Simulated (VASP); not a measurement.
# Al (P6_3/mmc) in VASP: a series of runs

Al is run at these levels: PBE+D3(BJ); tasks: single point.

Everything below comes from runs of VASP 6.6.1. Logs are shortened: lines on timing, memory, paths and dates and some standing lists are left out, and cuts for length are marked.

## 1. The cell of the first run

The structure is hexagonal, space group P6_3/mmc (No. 194). Conventional cell: a = 2.617 Å, b = 2.617 Å, c = 8.443 Å, α = 90.00°, β = 90.00°, γ = 120.00°. Al (site symmetry -3m) has 12 Al at 2.60 to 2.62 Å within 3.4 Å. Al (site symmetry -6m2) has 12 Al at 2.60 to 2.62 Å within 3.4 Å.

## 2. Single point, PBE+D3(BJ)

The input, INCAR:

```
SYSTEM = Al
  PREC = Accurate
  ENCUT = 520
  EDIFF = 1E-7
  ISMEAR = 0
  SIGMA = 0.15
  LREAL = .False.
  LASPH = .True.
  NELM = 100
  ALGO = Normal
  ISIF = 2
  LWAVE = .False.
  LCHARG = .True.
  GGA = PE
  IVDW = 12
  LELF = .True.
  LVHAR = .True.
  NBANDS = 14
```

The input, KPOINTS:

```
Automatic mesh
0
Gamma
  18 18 4
  0 0 0
```

The input, POSCAR:

```
Al
1.0
    2.6174000000      0.0000000000      0.0000000000
   -1.3087000000      2.2667348919      0.0000000000
    0.0000000000      0.0000000000      8.4426000000
Al
4
Direct
    0.0000000000      0.0000000000      0.0000000000
    0.3333333333      0.6666666667      0.2500000000
    0.0000000000      0.0000000000      0.5000000000
    0.6666666667      0.3333333333      0.7500000000
```

Potentials or basis: VASP PAW PBE potentials, release 64 (Al).

Launch:

```bash
$ cat potpaw_PBE.64/Al/POTCAR > POTCAR
$ mpirun -np 1 vasp_std > vasp.out
```

OUTCAR:

```text
SYSTEM = Al
   PREC = Accurate
   ENCUT = 520
   EDIFF = 1E-7
   ISMEAR = 0
   LREAL = .False.
   LASPH = .True.
   NELM = 100
   ISIF = 2
   GGA = PE
   IVDW = 12
 IVDW          = 12

 ion  position               nearest neighbor table
   1  0.000  0.000  0.000-   2 2.60   4 2.60   4 2.60   2 2.60   4 2.60   2 2.60
   2  0.333  0.667  0.250-   1 2.60   3 2.60   1 2.60   3 2.60   1 2.60   3 2.60
   3  0.000  0.000  0.500-   2 2.60   4 2.60   4 2.60   2 2.60   4 2.60   2 2.60
   4  0.667  0.333  0.750-   1 2.60   3 2.60   1 2.60   3 2.60   1 2.60   3 2.60

  LATTYP: Found a hexagonal cell.
 ALAT       =     2.6174000000
 C/A-ratio  =     3.2255673569

  Lattice vectors:

 A1 = (   2.6174000000,   0.0000000000,   0.0000000000)
 A2 = (  -1.3087000000,   2.2667348919,   0.0000000000)
 A3 = (   0.0000000000,   0.0000000000,   8.4426000000)

Analysis of symmetry for initial positions (statically):
=====================================================================
 Subroutine PRICEL returns:
 Original cell was already a primitive cell.

 Routine SETGRP: Setting up the symmetry group for a
 hexagonal supercell.

 Subroutine GETGRP returns: Found 24 space group operations
 (whereof 12 operations were pure point group operations)
 out of a pool of 24 trial point group operations.

The static configuration has the point symmetry D_3d.
 The point group associated with its full space group is D_6h.

Analysis of symmetry for dynamics (positions and initial velocities):
=====================================================================
 Subroutine PRICEL returns:
 Original cell was already a primitive cell.

 Routine SETGRP: Setting up the symmetry group for a
 hexagonal supercell.

 Subroutine GETGRP returns: Found 24 space group operations
 (whereof 12 operations were pure point group operations)
 out of a pool of 24 trial point group operations.

The dynamic configuration has the point symmetry D_3d.
 The point group associated with its full space group is D_6h.

 Subroutine INISYM returns: Found 24 space group operations
 (whereof 12 operations are pure point group operations),
 and found     1 'primitive' translations

----------------------------------------------------------------------------------------

                                     Primitive cell

  volume of cell :      50.0895

  direct lattice vectors                    reciprocal lattice vectors
     2.617400000  0.000000000  0.000000000     0.382058531  0.220581596  0.000000000
    -1.308700000  2.266734892  0.000000000     0.000000000  0.441163192  0.000000000
     0.000000000  0.000000000  8.442600000     0.000000000  0.000000000  0.118446924

  length of vectors
     2.617400000  2.617400000  8.442600000     0.441163192  0.441163192  0.118446924

  position of ions in fractional coordinates (direct lattice)
     0.000000000  0.000000000  0.000000000
     0.333333333  0.666666667  0.250000000
     0.000000000  0.000000000  0.500000000
     0.666666667  0.333333333  0.750000000

  ion indices of the primitive-cell ions
   primitive index   ion index
                 1           1
                 2           2
                 3           3
                 4           4

----------------------------------------------------------------------------------------

 KPOINTS: Automatic mesh

Automatic generation of k-mesh.
 Grid dimensions read from file:
 generate k-points for:   18   18    4

 Generating k-lattice:

  Cartesian coordinates                     Fractional coordinates (reciprocal lattice)
     0.021225474  0.012254533  0.000000000     0.055555556 -0.000000000  0.000000000
     0.000000000  0.024509066  0.000000000     0.000000000  0.055555556  0.000000000
     0.000000000  0.000000000  0.029611731     0.000000000  0.000000000  0.250000000

  Length of vectors
     0.024509066  0.024509066  0.029611731

  Shift w.r.t. Gamma in fractional coordinates (k-lattice)
     0.000000000  0.000000000  0.000000000

 Subroutine IBZKPT returns following result:
 ===========================================

 Found    111 irreducible k-points:

 Following reciprocal coordinates:
            Coordinates               Weight
  0.000000  0.000000  0.000000      1.000000
  0.055556  0.000000  0.000000      6.000000
  0.111111  0.000000  0.000000      6.000000
  0.166667  0.000000  0.000000      6.000000
  0.222222  0.000000  0.000000      6.000000
  0.277778  0.000000  0.000000      6.000000
[... 16 lines left out ...]
  0.333333  0.111111  0.000000     12.000000
  0.388889  0.111111  0.000000     12.000000
 [... further k-points ...]
   k-points           NKPTS =    111   k-points in BZ     NKDIM =    111   number of bands    NBANDS=     14
   number of dos      NEDOS =    301   number of ions     NIONS =      4
   total plane-waves  NPLWV =  25600
   dimension x,y,z NGX =    20 NGY =   20 NGZ =   64
   dimension x,y,z NGXF=    40 NGYF=   40 NGZF=  128
   ions per type =               4
   NGX,Y,Z   is equivalent  to a cutoff of  12.70, 12.70, 12.60 a.u.
   NGXF,Y,Z  is equivalent  to a cutoff of  25.41, 25.41, 25.20 a.u.
 SYSTEM =  Al
   PREC   = accura    normal or accurate (medium, high low for compatibility)
   ISTART =      0    job   : 0-new  1-cont  2-samecut
   ICHARG =      2    charge: 1-file 2-atom 10-const
   ISPIN  =      1    spin polarized calculation?
   LNONCOLLINEAR =      F non collinear calculations
   LSORBIT =      F    spin-orbit coupling
   LASPH  =      T    aspherical Exc in radial PAW
   ENCUT  =  520.0 eV  38.22 Ry    6.18 a.u.   4.87  4.87 15.70*2*pi/ulx,y,z
   NELM   =    100;   NELMIN=  2; NELMDL= -5     # of ELM steps
   EDIFF  = 0.1E-06   stopping-criterion for ELM
   LREAL  =      F    real-space projection
   EDIFFG = 0.1E-05   stopping-criterion for IOM
   NSW    =      0    number of steps for IOM
   IBRION =     -1    ionic relax: 0-MD 1-quasi-New 2-CG
   NFREE  =      0    steps in history (QN), initial steepest desc. (CG)
   ISIF   =      2    stress and relaxation
   ISYM   =      2    0-nonsym 1-usesym 2-fastsym
   POTIM  = 0.5000    time-step for ionic-motion
   TEBEG  =    0.0;   TEEND  =   0.0 temperature during run
   PSTRESS=    0.0 pullay stress
   NELECT =      12.0000    total number of electrons
   NUPDOWN=      -1.0000    fix difference up-down
   EMIN   =  10.00;   EMAX   =-10.00  energy-range for DOS
   EFERMI =   0.00;   METHOD = LEGACY
   ISMEAR =     0;   SIGMA  =   0.15  broadening in eV -4-tet -1-fermi 0-gaus
   EFERMI_NEDOS =   21; number of points for ismear=-14 and -15
   IALGO  =     38    algorithm
   IMIX   =      4    mixing-type and parameters
     AMIX     =   0.40;   BMIX     =  1.00
     AMIX_MAG =   1.60;   BMIX_MAG =  1.00
  volume/ion in A,a.u.               =      12.52        84.51
  Fermi-wavevector in a.u.,A,eV,Ry     =   1.016763  1.921403 14.065787  1.033806
  Thomas-Fermi vector in A             =   2.150125
   LORBIT       =      0    0 simple, 1 ext, 2 COOP (PROOUT), +10 PAW based schemes
   GGA     = PE    functional components
   LHFCALC =     F    Hartree Fock is set to
   AEXX    =    0.0000 exact exchange contribution
   IVDW    =    12    specifies the selected vdW correction
   LEPSILON=     F    determine dielectric tensor
   LRPA    =     F    only Hartree local field effects (RPA)
 non-spin polarized calculation
 Gauss-broadening in eV      SIGMA  =   0.15
  energy-cutoff  :      520.00
  volume of cell :       50.09
 maximum number of plane-waves:      1374
 NGX is ok and might be reduce to    20
   NGX =  9   NGY =  9   NGZ = 31

 number of electron      12.0000000 magnetization

 Free energy of the ion-electron system (eV)
  ---------------------------------------------------
  ext. energy  EPLUGINS =         0.00000000
  ---------------------------------------------------
  free energy    TOTEN  =       -13.37963298 eV

  energy without entropy =      -13.36624806  energy(sigma->0) =      -13.37294052

 E-fermi :  11.1469     XC(G=0): -11.2404

 val. band max:       11.1401795142   @ k =   0.3333   0.3333   0.2500
 cond. band min:      11.1470690935   @ k =   0.2778   0.2222   0.0000
 fundamental gap:      0.0068895793
 Fermi energy:        11.1469089248

 k-point     1 :       0.0000    0.0000    0.0000
  band No.  band energies     occupation
      1      -1.9789      2.00000
      2       0.0720      2.00000
      3       0.0744      2.00000
      4       5.5504      2.00000
      5       6.5717      2.00000
      6      15.4814      0.00000
      7      15.5049      0.00000
      8      23.6460      0.00000
      9      23.6460      0.00000
     10      23.8396      0.00000
     11      23.8396      0.00000
     12      24.5817      0.00000
     13      24.5826      0.00000
     14      24.6868      0.00000

 k-point     2 :       0.0556    0.0000    0.0000
  band No.  band energies     occupation
      1      -1.8902      2.00000
      2       0.1589      2.00000
      3       0.1614      2.00000
      4       5.6302      2.00000
      5       6.6554      2.00000
      6      15.5398      0.00000
      7      15.5694      0.00000
      8      21.8266      0.00000
      9      22.5860      0.00000
     10      23.0821      0.00000
     11      23.2419      0.00000
     12      23.9964      0.00000
     13      24.0388      0.00000
     14      24.0430      0.00000
[... 343 lines left out ...]
      1       2.5347      2.00000
      2       4.4815      2.00000
      3       4.4894      2.00000
      4       8.3151      2.00000
      5       9.6574      2.00000
      6      10.2422      2.00000
      7      10.5910      2.00000
      8      11.4466      0.00472
      9      14.3537      0.00000
     10      15.4861      0.00000
     11      16.3963      0.00000
     12      16.6437      0.00000
     13      17.7892      0.00000
     14      20.1170      0.00000

 k-point    24 :       0.3889    0.1111    0.0000
  band No.  band energies     occupation
      1       3.7968      2.00000
      2       5.6630      2.00000
      3       5.6906      2.00000
      4       6.7841      2.00000
      5       8.7996      2.00000
      6       8.8511      2.00000
      7      10.9667      1.91065
      8      12.0820      0.00000
      9      13.7965      0.00000
     10      13.8553      0.00000
     11      16.1698      0.00000
     12      16.2235      0.00000
     13      17.0632      0.00000
     14      20.8220      0.00000

 [... further k-points ...]

------------------------ aborting loop because EDIFF is reached ----------------------------------------

 Edisp (eV)   -1.79295

 E8    (eV) :    -0.8055

  FORCE on cell =-STRESS in cart. coord.  units (eV):
  Direction    XX          YY          ZZ          XY          YZ          ZX
  --------------------------------------------------------------------------------------
  -------------------------------------------------------------------------------------
  Total      10.20171    10.20171    11.24568    -0.00000     0.00000     0.00000
  in kB     326.31472   326.31472   359.70720    -0.00000     0.00000     0.00000
  external pressure =      337.45 kB  Pullay stress =        0.00 kB

 VOLUME and BASIS-vectors are now :
 -----------------------------------------------------------------------------
  energy-cutoff  :      520.00
  volume of cell :       50.09
      direct lattice vectors                 reciprocal lattice vectors
     2.617400000  0.000000000  0.000000000     0.382058531  0.220581596  0.000000000
    -1.308700000  2.266734892  0.000000000     0.000000000  0.441163192  0.000000000
     0.000000000  0.000000000  8.442600000     0.000000000  0.000000000  0.118446924

 POSITION                                       TOTAL-FORCE (eV/Angst)
 -----------------------------------------------------------------------------------
      0.00000      0.00000      0.00000        -0.000000      0.000000      0.000000
     -0.00000      1.51116      2.11065         0.000000      0.000000     -0.000000
      0.00000      0.00000      4.22130        -0.000000      0.000000      0.000000
      1.30870      0.75558      6.33195         0.000000      0.000000     -0.000000
 -----------------------------------------------------------------------------------
    total drift:                               -0.000000      0.000000     -0.000000

  FREE ENERGIE OF THE ION-ELECTRON SYSTEM (eV)
  ---------------------------------------------------
  free  energy   TOTEN  =       -15.1725803534 eV

  energy  without entropy=      -15.1591954272  energy(sigma->0) =      -15.16588789
```

Wall time 24 s (1 thread of Intel Xeon 6975P-C (Granite Rapids), shared host); peak memory 0.2 GiB.

Results:

```
Free energy                : -15.1726 eV
Pressure                   : 33.7 GPa
Band gap on the k mesh     : zero (band 6 reaches 15.79 eV, above the bottom of band 7 at 9.42 eV)
Dispersion energy per atom : -0.448 eV
```

Stress tensor (GPa, compression positive):
```
32.63  0.00  0.00
 0.00 32.63  0.00
 0.00  0.00 35.97
```

Levels at points of the mesh, in eV from the Fermi level:
| k point | band 2 | band 3 | band 4 | band 5 | band 6 | band 7 | band 8 | band 9 | band 10 | band 11 |
| --- | --- | --- | --- | --- | --- | --- | --- | --- | --- | --- |
| (0.00, 0.00, 0.00) | -11.07 | -11.07 | -5.60 | -4.58 | 4.33 | 4.36 | 12.50 | 12.50 | 12.69 | 12.69 |
| (0.50, 0.00, 0.00) | -6.17 | -4.76 | -4.68 | -3.68 | -3.60 | 0.81 | 1.07 | 2.09 | 2.32 | 6.94 |
| (0.00, 0.00, 0.50) | -12.61 | -8.57 | -8.57 | -0.74 | -0.74 | 10.03 | 10.03 | 12.72 | 12.72 | 12.72 |
| (0.50, 0.00, 0.50) | -5.86 | -5.58 | -5.58 | -2.09 | -2.09 | -1.33 | -1.33 | 5.13 | 5.13 | 5.79 |

Caveat: pairwise dispersion overbinds metals, which lowers pressure and volume.

## 3. Single point, PBE+D3(BJ)

This run uses another cell than the first one, of 12.66 Å³/atom, 1.011 times its volume.

The input, INCAR:

```
PREC = Accurate
ENCUT = 520
EDIFF = 1E-6
ISMEAR = 0
SIGMA = 0.15
LREAL = False
LASPH = True
NELM = 60
ALGO = Fast
ISIF = 2
LWAVE = False
LCHARG = False
GGA = PE
IVDW = 12
NBANDS = 14
```

The input, KPOINTS:

```
regular mesh
0
Gamma
  18 18 4
```

The input, POSCAR:

```
Al
1.0
    2.6962000000      0.0000000000      0.0000000000
   -1.3481000000      2.3349776937      0.0000000000
    0.0000000000      0.0000000000      8.0434000000
Al
4
Direct
    0.0000000000      0.0000000000      0.0000000000
    0.3333333333      0.6666666667      0.2500000000
    0.0000000000      0.0000000000      0.5000000000
    0.6666666667      0.3333333333      0.7500000000
```

Potentials or basis: VASP PAW PBE potentials, release 64 (Al).

Launch:

```bash
$ cat potpaw_PBE.64/Al/POTCAR > POTCAR
$ mpirun -np 1 vasp_std > vasp.out
```

Wall time 23 s (1 thread of Intel Xeon 6975P-C (Granite Rapids), shared host); peak memory 0.2 GiB.

The run converged. Its results:

```
Free energy                : -15.1005 eV
Pressure                   : 33.0 GPa
Band gap on the k mesh     : zero (band 6 reaches 17.05 eV, above the bottom of band 7 at 9.03 eV)
Dispersion energy per atom : -0.443 eV
```

Stress tensor (GPa, compression positive):
```
25.94  0.00  0.00
 0.00 25.94  0.00
 0.00  0.00 47.07
```

Levels at points of the mesh, in eV from the Fermi level:
```tsv
k point	band 3	band 4	band 5	band 6	band 7	band 8	band 9	band 10
(0.00, 0.00, 0.00)	-10.74	-4.87	-3.44	6.08	6.14	11.31	11.31	11.32
(0.50, 0.00, 0.00)	-4.77	-4.76	-3.73	-3.73	1.08	1.38	2.79	2.86
(0.00, 0.00, 0.50)	-8.00	-8.00	0.61	0.61	11.58	11.58	11.58	11.58
(0.50, 0.00, 0.50)	-5.82	-5.82	-1.95	-1.95	-1.18	-1.18	5.42	5.42
```

Caveat: pairwise dispersion overbinds metals, which lowers pressure and volume.
